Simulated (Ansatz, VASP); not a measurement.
One calculation of ZnS, two programs

```
Zn S
1.0
     0.00000    2.66601    2.66601
     2.66601    0.00000    2.66601
     2.66601    2.66601    0.00000
Zn S
1 1
Direct
  0.25000 0.25000 0.25000
  0.00000 0.00000 0.00000
```

Alike in both runs: task single point; functional LDA; k mesh 10 × 10 × 10; no spin polarisation.

|  | VASP | Ansatz |
| --- | --- | --- |
| version | VASP 6.6.1 | Ansatz 0.2.0 |
| potentials or method | VASP PAW LDA potentials, release 64 (Zn, S), cutoff 500 eV | scalar-relativistic, plane waves, PAW |
| occupations | gaussian, width 0.01 eV | fixed |
| valence electrons in the cell | 18 | 18 |

```csv
,VASP,Ansatz,Ansatz less VASP
gap on the k mesh at the Fermi level (eV),2.07,2.04,-0.033
least direct gap on the mesh (eV),2.07,2.04,-0.033
pressure (GPa),-1.4,-1.6,-0.21
```

LDA's correlation is that of Perdew and Zunger in VASP and of Perdew and Wang (1992) in Ansatz.
